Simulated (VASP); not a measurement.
# Mg (P6_3/mmc) in VASP: a series of runs

Mg is run at these levels: PBE; tasks: single point, relaxation of cell and atoms.

Everything below comes from runs of VASP 6.6.1. Logs are shortened: lines on timing, memory, paths and dates and some standing lists are left out, and cuts for length are marked.

**1. The cell of the first run**

The structure is hexagonal, space group P6_3/mmc (No. 194). Conventional cell: a = 3.209 Å, b = 3.209 Å, c = 5.146 Å, α = 90.00°, β = 90.00°, γ = 120.00°. Within 4.2 Å of Mg (site symmetry -6m2) lie 12 Mg at 3.17 to 3.21 Å.

**2. Single point, PBE**

Input file INCAR:

```
PREC = Accurate
ENCUT = 520
EDIFF = 1E-6
ISMEAR = 0
SIGMA = 0.1
LREAL = Auto
LASPH = True
NELM = 100
ALGO = Normal
ISIF = 2
LWAVE = False
LCHARG = False
GGA = PE
NBANDS = 60
```

Input file KPOINTS:

```
Automatic mesh
0
Gamma
  5 5 4
  0 0 0.5
```

Input file POSCAR:

```
Mg
1.0
    4.8132675674     -8.3368239948      0.0000000000
    4.8132675826      8.3368239860      0.0000000000
    0.0000000000      0.0000000000     10.2918323191
Mg
36
Direct
    0.5555555556      0.1111111111      0.1250000000
    0.5555555556      0.1111111111      0.6250000000
    0.2222222222      0.1111111111      0.1250000000
    0.2222222222      0.1111111111      0.6250000000
    0.8888888889      0.1111111111      0.1250000000
    0.8888888889      0.1111111111      0.6250000000
    0.5555555556      0.4444444444      0.1250000000
    0.5555555556      0.4444444444      0.6250000000
    0.2222222222      0.4444444444      0.1250000000
    0.2222222222      0.4444444444      0.6250000000
    0.8888888889      0.4444444444      0.1250000000
    0.8888888889      0.4444444444      0.6250000000
    0.5555555556      0.7777777778      0.1250000000
    0.5555555556      0.7777777778      0.6250000000
    0.2222222222      0.7777777778      0.1250000000
    0.2222222222      0.7777777778      0.6250000000
    0.8888888889      0.7777777778      0.1250000000
    0.8888888889      0.7777777778      0.6250000000
    0.7777777778      0.2222222222      0.3750000000
    0.7777777778      0.2222222222      0.8750000000
    0.4444444444      0.2222222222      0.3750000000
    0.4444444444      0.2222222222      0.8750000000
    0.1111111111      0.2222222222      0.3750000000
    0.1111111111      0.2222222222      0.8750000000
    0.7777777778      0.5555555556      0.3750000000
    0.7777777778      0.5555555556      0.8750000000
    0.4444444444      0.5555555556      0.3750000000
    0.4444444444      0.5555555556      0.8750000000
    0.1111111111      0.5555555556      0.3750000000
    0.1111111111      0.5555555556      0.8750000000
    0.7777777778      0.8888888889      0.3750000000
    0.7777777778      0.8888888889      0.8750000000
    0.4444444444      0.8888888889      0.3750000000
    0.4444444444      0.8888888889      0.8750000000
    0.1111111111      0.8888888889      0.3750000000
    0.1111111111      0.8888888889      0.8750000000
```

Potentials or basis: VASP PAW PBE potentials, release 64 (Mg).

The run is started by

```console
> cat potpaw_PBE.64/Mg/POTCAR > POTCAR
> mpirun -np 1 vasp_std > vasp.out
```

OUTCAR:

```text
PREC = Accurate
   ENCUT = 520
   EDIFF = 1E-6
   ISMEAR = 0
   LREAL = Auto
   LASPH = True
   NELM = 100
   ISIF = 2
   GGA = PE

 ion  position               nearest neighbor table
   1  0.556  0.111  0.125-  33 3.17  34 3.17  19 3.17  20 3.17  21 3.17  22 3.17  11 3.21   7 3.21
                            13 3.21   5 3.21  15 3.21   3 3.21
   2  0.556  0.111  0.625-  33 3.17  34 3.17  19 3.17  20 3.17  21 3.17  22 3.17  12 3.21   8 3.21
                            14 3.21   6 3.21  16 3.21   4 3.21
   3  0.222  0.111  0.125-  35 3.17  36 3.17  21 3.17  22 3.17  23 3.17  24 3.17  17 3.21   9 3.21
                            15 3.21   5 3.21   7 3.21   1 3.21
   4  0.222  0.111  0.625-  35 3.17  36 3.17  21 3.17  22 3.17  23 3.17  24 3.17  18 3.21  10 3.21
                            16 3.21   6 3.21   8 3.21   2 3.21
   5  0.889  0.111  0.125-  31 3.17  32 3.17  23 3.17  24 3.17  19 3.17  20 3.17   9 3.21  13 3.21
                            11 3.21  17 3.21   1 3.21   3 3.21
   6  0.889  0.111  0.625-  31 3.17  32 3.17  23 3.17  24 3.17  19 3.17  20 3.17  10 3.21  14 3.21
                            12 3.21  18 3.21   2 3.21   4 3.21
   7  0.556  0.444  0.125-  21 3.17  22 3.17  25 3.17  26 3.17  27 3.17  28 3.17   1 3.21  11 3.21
                             3 3.21  17 3.21  13 3.21   9 3.21
   8  0.556  0.444  0.625-  21 3.17  22 3.17  25 3.17  26 3.17  27 3.17  28 3.17   2 3.21  12 3.21
                             4 3.21  18 3.21  14 3.21  10 3.21
   9  0.222  0.444  0.125-  23 3.17  24 3.17  27 3.17  28 3.17  29 3.17  30 3.17   5 3.21   3 3.21
                            11 3.21  13 3.21  15 3.21   7 3.21
  10  0.222  0.444  0.625-  23 3.17  24 3.17  27 3.17  28 3.17  29 3.17  30 3.17   6 3.21   4 3.21
                            12 3.21  14 3.21  16 3.21   8 3.21
  11  0.889  0.444  0.125-  19 3.17  20 3.17  29 3.17  30 3.17  25 3.17  26 3.17   1 3.21   5 3.21
                             7 3.21   9 3.21  15 3.21  17 3.21
[... 55 lines left out ...]
  Lattice vectors:

 A1 = (   4.8132675674,  -8.3368239948,   0.0000000000)
 A2 = (   4.8132675826,   8.3368239860,   0.0000000000)
 A3 = (   0.0000000000,   0.0000000000,  10.2918323191)

Analysis of symmetry for initial positions (statically):
=====================================================================
 Subroutine PRICEL returns following result:

  LATTYP: Found a hexagonal cell.
 ALAT       =     3.2088450497
 C/A-ratio  =     1.6036661415

  Lattice vectors:

 A1 = (   1.6044225223,  -2.7789413313,   0.0000000000)
 A2 = (   1.6044225274,   2.7789413284,   0.0000000000)
 A3 = (   0.0000000000,   0.0000000000,   5.1459161595)

  18 primitive cells build up your supercell.

 Routine SETGRP: Setting up the symmetry group for a
 hexagonal supercell.

 Subroutine GETGRP returns: Found 24 space group operations
 (whereof 12 operations were pure point group operations)
 out of a pool of 24 trial point group operations.

The static configuration has the point symmetry D_3d.
 The point group associated with its full space group is D_6h.

Analysis of symmetry for dynamics (positions and initial velocities):
=====================================================================
 Subroutine PRICEL returns following result:

  LATTYP: Found a hexagonal cell.
 ALAT       =     3.2088450497
 C/A-ratio  =     1.6036661415

  Lattice vectors:

 A1 = (   1.6044225223,  -2.7789413313,   0.0000000000)
 A2 = (   1.6044225274,   2.7789413284,   0.0000000000)
 A3 = (   0.0000000000,   0.0000000000,   5.1459161595)

  18 primitive cells build up your supercell.

 Routine SETGRP: Setting up the symmetry group for a
 hexagonal supercell.

 Subroutine GETGRP returns: Found 24 space group operations
 (whereof 12 operations were pure point group operations)
 out of a pool of 24 trial point group operations.

The dynamic configuration has the point symmetry D_3d.
 The point group associated with its full space group is D_6h.

 Subroutine INISYM returns: Found 24 space group operations
 (whereof 12 operations are pure point group operations),
 and found    18 'primitive' translations

----------------------------------------------------------------------------------------

                                     Primitive cell

  volume of cell :      45.8871

  direct lattice vectors                    reciprocal lattice vectors
     1.604422522 -2.778941331  0.000000000     0.311638606 -0.179924634  0.000000000
     1.604422527  2.778941328  0.000000000     0.311638607  0.179924633  0.000000000
     0.000000000  0.000000000  5.145916160     0.000000000  0.000000000  0.194328856

  length of vectors
     3.208845050  3.208845050  5.145916160     0.359849267  0.359849267  0.194328856

  position of ions in fractional coordinates (direct lattice)
     0.666666667  0.333333333  0.250000000
     0.333333333  0.666666667  0.750000000

  ion indices of the primitive-cell ions
   primitive index   ion index
                 1           1
                 2          21

----------------------------------------------------------------------------------------

 KPOINTS: Automatic mesh

Automatic generation of k-mesh.
 Grid dimensions read from file:
 generate k-points for:    5    5    4

 Generating k-lattice:

  Cartesian coordinates                     Fractional coordinates (reciprocal lattice)
     0.020775907 -0.011994976  0.000000000     0.200000000 -0.000000000  0.000000000
     0.020775907  0.011994976  0.000000000     0.000000000  0.200000000  0.000000000
     0.000000000  0.000000000  0.024291107     0.000000000  0.000000000  0.250000000

  Length of vectors
     0.023989951  0.023989951  0.024291107

  Shift w.r.t. Gamma in fractional coordinates (k-lattice)
     0.000000000  0.000000000  0.500000000

 Subroutine IBZKPT returns following result:
 ===========================================

 Found     10 irreducible k-points:

 Following reciprocal coordinates:
            Coordinates               Weight
  0.000000  0.000000  0.125000      2.000000
  0.200000  0.000000  0.125000     12.000000
  0.400000 -0.000000  0.125000     12.000000
  0.200000  0.200000  0.125000     12.000000
  0.400000  0.200000  0.125000     12.000000
  0.000000  0.000000  0.375000      2.000000
  0.200000  0.000000  0.375000     12.000000
  0.400000 -0.000000  0.375000     12.000000
  0.200000  0.200000  0.375000     12.000000
  0.400000  0.200000  0.375000     12.000000
   k-points           NKPTS =     10   k-points in BZ     NKDIM =     10   number of bands    NBANDS=     60
   number of dos      NEDOS =    301   number of ions     NIONS =     36
   total plane-waves  NPLWV = 414720
   dimension x,y,z NGX =    72 NGY =   72 NGZ =   80
   dimension x,y,z NGXF=   144 NGYF=  144 NGZF=  160
   ions per type =              36
   NGX,Y,Z   is equivalent  to a cutoff of  12.43, 12.43, 12.92 a.u.
   NGXF,Y,Z  is equivalent  to a cutoff of  24.87, 24.87, 25.85 a.u.
 SYSTEM =  unknown system
   PREC   = accura    normal or accurate (medium, high low for compatibility)
   ISTART =      0    job   : 0-new  1-cont  2-samecut
   ICHARG =      2    charge: 1-file 2-atom 10-const
   ISPIN  =      1    spin polarized calculation?
   LNONCOLLINEAR =      F non collinear calculations
   LSORBIT =      F    spin-orbit coupling
   LASPH  =      T    aspherical Exc in radial PAW
   ENCUT  =  520.0 eV  38.22 Ry    6.18 a.u.  17.90 17.90 19.14*2*pi/ulx,y,z
   NELM   =    100;   NELMIN=  2; NELMDL= -5     # of ELM steps
   EDIFF  = 0.1E-05   stopping-criterion for ELM
   LREAL  =      T    real-space projection
   EDIFFG = 0.1E-04   stopping-criterion for IOM
   NSW    =      0    number of steps for IOM
   IBRION =     -1    ionic relax: 0-MD 1-quasi-New 2-CG
   NFREE  =      0    steps in history (QN), initial steepest desc. (CG)
   ISIF   =      2    stress and relaxation
   ISYM   =      2    0-nonsym 1-usesym 2-fastsym
   POTIM  = 0.5000    time-step for ionic-motion
   TEBEG  =    0.0;   TEEND  =   0.0 temperature during run
   PSTRESS=    0.0 pullay stress
   NELECT =      72.0000    total number of electrons
   NUPDOWN=      -1.0000    fix difference up-down
   EMIN   =  10.00;   EMAX   =-10.00  energy-range for DOS
   EFERMI =   0.00;   METHOD = LEGACY
   ISMEAR =     0;   SIGMA  =   0.10  broadening in eV -4-tet -1-fermi 0-gaus
   EFERMI_NEDOS =   21; number of points for ismear=-14 and -15
   IALGO  =     38    algorithm
   IMIX   =      4    mixing-type and parameters
     AMIX     =   0.40;   BMIX     =  1.00
     AMIX_MAG =   1.60;   BMIX_MAG =  1.00
  volume/ion in A,a.u.               =      22.94       154.83
  Fermi-wavevector in a.u.,A,eV,Ry     =   0.725880  1.371713  7.168925  0.526901
  Thomas-Fermi vector in A             =   1.816712
   LORBIT       =      0    0 simple, 1 ext, 2 COOP (PROOUT), +10 PAW based schemes
   GGA     = PE    functional components
   LHFCALC =     F    Hartree Fock is set to
   AEXX    =    0.0000 exact exchange contribution
   IVDW    =     0    specifies the selected vdW correction
   LEPSILON=     F    determine dielectric tensor
   LRPA    =     F    only Hartree local field effects (RPA)
 non-spin polarized calculation
 Gauss-broadening in eV      SIGMA  =   0.10
  energy-cutoff  :      520.00
  volume of cell :      825.97
 maximum number of plane-waves:     22272
 NGX is ok and might be reduce to    72

 number of electron      72.0000000 magnetization

 Free energy of the ion-electron system (eV)
  ---------------------------------------------------
  ext. energy  EPLUGINS =         0.00000000
  ---------------------------------------------------
  free energy    TOTEN  =       -54.28798858 eV

  energy without entropy =      -54.21841792  energy(sigma->0) =      -54.25320325

 E-fermi :   2.5944     XC(G=0):  -8.4927

 val. band max:        2.5749676356   @ k =   0.2000   0.2000   0.3750
 cond. band min:       2.6573361986   @ k =   0.4000  -0.0000   0.1250
 fundamental gap:      0.0823685630
 Fermi energy:         2.5943892812

 k-point     1 :       0.0000    0.0000    0.1250
  band No.  band energies     occupation
      1      -4.2756      2.00000
      2      -3.2127      2.00000
      3      -2.5107      2.00000
      4      -2.1288      2.00000
      5      -2.1288      2.00000
      6      -2.1288      2.00000
[... 499 lines left out ...]
     47       4.0327      0.00000
     48       4.0327      0.00000
 [bands above 48 left out]

------------------------ aborting loop because EDIFF is reached ----------------------------------------

  FORCE on cell =-STRESS in cart. coord.  units (eV):
  Direction    XX          YY          ZZ          XY          YZ          ZX
  --------------------------------------------------------------------------------------
  -------------------------------------------------------------------------------------
  Total       -0.9191817     -0.9191817      0.0353829      0.0000000      0.0000000      0.0000000
  in kB       -1.7829888     -1.7829888      0.0686341      0.0000000      0.0000000      0.0000000
  external PRESSURE =      -1.1657812 kB  Pullay stress =       0.0000000 kB

 VOLUME and BASIS-vectors are now :
 -----------------------------------------------------------------------------
  energy-cutoff  :      520.00
  volume of cell :      825.97
      direct lattice vectors                 reciprocal lattice vectors
     4.813267567 -8.336823995  0.000000000     0.103879535 -0.059974878  0.000000000
     4.813267583  8.336823986  0.000000000     0.103879536  0.059974878  0.000000000
     0.000000000  0.000000000 10.291832319     0.000000000  0.000000000  0.097164428

 POSITION                                       TOTAL-FORCE (eV/Angst)
 -----------------------------------------------------------------------------------
      3.20885     -3.70526      1.28648         0.000000     -0.000000     -0.000000
      3.20885     -3.70526      6.43240         0.000000      0.000000      0.000000
      1.60442     -0.92631      1.28648         0.000000      0.000000      0.000000
      1.60442     -0.92631      6.43240         0.000000      0.000000     -0.000000
      4.81327     -6.48420      1.28648        -0.000000      0.000000      0.000000
      4.81327     -6.48420      6.43240        -0.000000     -0.000000      0.000000
[... 28 lines left out ...]
      4.81327      6.48420      3.85944        -0.000000     -0.000000     -0.000000
      4.81327      6.48420      9.00535         0.000000     -0.000000     -0.000000
 -----------------------------------------------------------------------------------
    total drift:                                0.000000      0.000000     -0.000000

  FREE ENERGIE OF THE ION-ELECTRON SYSTEM (eV)
  ---------------------------------------------------
  free  energy   TOTEN  =       -54.2879885763 eV

  energy  without entropy=      -54.2184179221  energy(sigma->0) =      -54.25320325
```

It took 4.9 min on 1 thread of Intel Xeon 6975P-C (Granite Rapids), shared host; peak memory 0.91 GiB.

Results:

| Quantity | Value |
| --- | --- |
| Free energy | -54.2880 eV |
| Pressure | -0.1 GPa |
| Band gap on the k mesh | zero (band 36 reaches 2.87 eV, above the bottom of band 37 at 2.44 eV) |

Stress tensor (GPa, compression positive):
```
-0.18  0.00  0.00
 0.00 -0.18  0.00
 0.00  0.00  0.01
```

**3. Single point, PBE**

This run uses another cell than the first one: it holds 2 atoms, not 36.

Input file INCAR:

```
SYSTEM = Mg
ALGO = Normal
EDIFF = 1E-7
ENCUT = 520
GGA = PE
ISIF = 2
ISMEAR = 0
LASPH = .TRUE.
LCHARG = .TRUE.
LELF = .TRUE.
LREAL = .FALSE.
LVHAR = .TRUE.
LWAVE = .FALSE.
NBANDS = 9
NELM = 100
PREC = Accurate
SIGMA = 0.1
```

Input file KPOINTS:

```
k-points
0
G
  18 18 8
  0 0 0
```

Input file POSCAR:

```
Mg
1.0
    3.2088450500     -0.0000000029      0.0000000000
   -1.6044225225      2.7789413316      0.0000000000
    0.0000000000      0.0000000000      5.1459161596
Mg
2
Direct
    0.3333333333      0.6666666667      0.2500000000
    0.6666666667      0.3333333333      0.7500000000
```

Potentials or basis: VASP PAW PBE potentials, release 64 (Mg).

The run is started by

```console
> cat potpaw_PBE.64/Mg/POTCAR > POTCAR
> mpirun -np 1 vasp_std > vasp.out
```

Run time: 16 s. Hardware: 1 thread of Intel Xeon 6975P-C (Granite Rapids), shared host; peak memory 0.2 GiB.

The run converged. Its results:

```yaml
Free_energy: -3.0159 eV
Pressure: -0.1 GPa
Band_gap_on_the_k_mesh: zero (band 2 reaches 3.66 eV, above the bottom of band 3 at 1.51 eV)
```

Levels at points of the mesh, in eV from the Fermi level:
```
           k point  band 1  band 2  band 3  band 4  band 5  band 6  band 7
(0.00, 0.00, 0.00)   -6.94   -1.63   -1.14   10.80   10.80   10.89   10.89
(0.50, 0.00, 0.00)   -2.19   -2.18    2.67    3.04    3.36    3.73    6.75
(0.00, 0.00, 0.50)   -5.53   -5.53    5.21    5.21   11.56   11.56   11.56
(0.50, 0.00, 0.50)   -1.12   -1.12   -0.47   -0.47    7.94    7.94    8.03
```

**4. Relaxation of cell and atoms, PBE**

This run uses another cell than the first one: it holds 2 atoms, not 36.

Input file INCAR:

```
PREC = Accurate
ENCUT = 600
EDIFF = 1E-7
ISMEAR = 0
SIGMA = 0.1
LREAL = False
LASPH = True
NELM = 100
ALGO = Normal
ISIF = 3
LWAVE = False
LCHARG = False
GGA = PE
IBRION = 2
NSW = 100
EDIFFG = -0.005
```

Input file KPOINTS:

```
regular mesh
0
Gamma
  18 18 8
```

Input file POSCAR:

```
Mg
1.0
    3.1720232900      0.0000000000      0.0000000000
   -1.5860116400      2.7470527500      0.0000000000
    0.0000000000      0.0000000000      5.1412049000
Mg
2
Direct
    0.3333333300      0.6666666700      0.2500000000
    0.6666666700      0.3333333300      0.7500000000
```

The run is started by

```console
> cat potpaw_PBE.64/Mg/POTCAR > POTCAR
> mpirun -np 1 vasp_std > vasp.out
```

It took 54 s on 1 thread of Intel Xeon 6975P-C (Granite Rapids), shared host; peak memory 0.22 GiB.

It converged, with:

```yaml
Free_energy: -3.0161 eV
Relaxed_volume: 22.85 Å³/atom
Relaxed_cell: a = 3.204 Å, b = 3.204 Å, c = 5.140 Å, α = 90.00°, β = 90.00°, γ = 120.00°
Space_group_after_relaxing_to_0.05_Å: P6_3/mmc (No. 194)
Energy_gained_by_relaxing: 1.3 meV/atom
Ionic_steps: 6
Pressure_after_relaxing: 0.0 GPa
Band_gap_on_the_k_mesh: zero (band 2 reaches 3.68 eV, above the bottom of band 3 at 1.53 eV)
```

The path:
```
step  energy change (eV)  largest force (eV/Å)  pressure (GPa)  volume (Å³)
   1              0.0000                0.0000            0.77        44.80
   2             -0.0023                0.0000            0.17        45.50
   3             -0.0025                0.0000           -0.05        45.77
   4             -0.0025                0.0000           -0.03        45.75
   5             -0.0026                0.0000           -0.02        45.73
   6             -0.0026                0.0000            0.00        45.70
```

Final structure:
```yaml
crystal:
  lattice:
    - [3.20439, 0.00000, 0.00000]
    - [-1.60220, 2.77508, 0.00000]
    - [0.00000, 0.00000, 5.13966]
  atoms:
    - { symbol: Mg, position: [0.33333, 0.66667, 0.25000] }
    - { symbol: Mg, position: [0.66667, 0.33333, 0.75000] }
```

Levels at points of the mesh, in eV from the Fermi level:
| k point | band 1 | band 2 | band 3 | band 4 | band 5 | band 6 |
| --- | --- | --- | --- | --- | --- | --- |
| (0.00, 0.00, 0.00) | -6.96 | -1.64 | -1.14 | 10.83 | 10.83 | 10.92 |
| (0.50, 0.00, 0.00) | -2.19 | -2.19 | 2.68 | 3.04 | 3.37 | 3.74 |
| (0.00, 0.00, 0.50) | -5.54 | -5.54 | 5.22 | 5.22 | 11.59 | 11.59 |
| (0.50, 0.00, 0.50) | -1.13 | -1.13 | -0.47 | -0.47 | 7.97 | 7.97 |

**5. The runs side by side**

```csv
task,cell,k mesh,cutoff (eV),gap on the mesh (eV),pressure (GPa)
single point,"a = 9.627, b = 9.627, c = 10.292 Å, angles 90.0, 90.0, 120.0°, 36 atoms","5 × 5 × 4, shifted",520,none,-0.1
single point,"a = 3.209, b = 3.209, c = 5.146 Å, angles 90.0, 90.0, 120.0°, 2 atoms",18 × 18 × 8,520,none,-0.1
relaxation of cell and atoms,"relaxed from a = 3.172, b = 3.172, c = 5.141 Å, angles 90.0, 90.0, 120.0°, 2 atoms",18 × 18 × 8,600,none,0.0
```

Alike in all rows: level PBE; potentials or basis VASP PAW PBE potentials, release 64 (Mg); no spin polarisation; smearing gaussian 0.1 eV.

Total energies depend on the potentials used, so only differences within one code and one set of settings carry meaning.
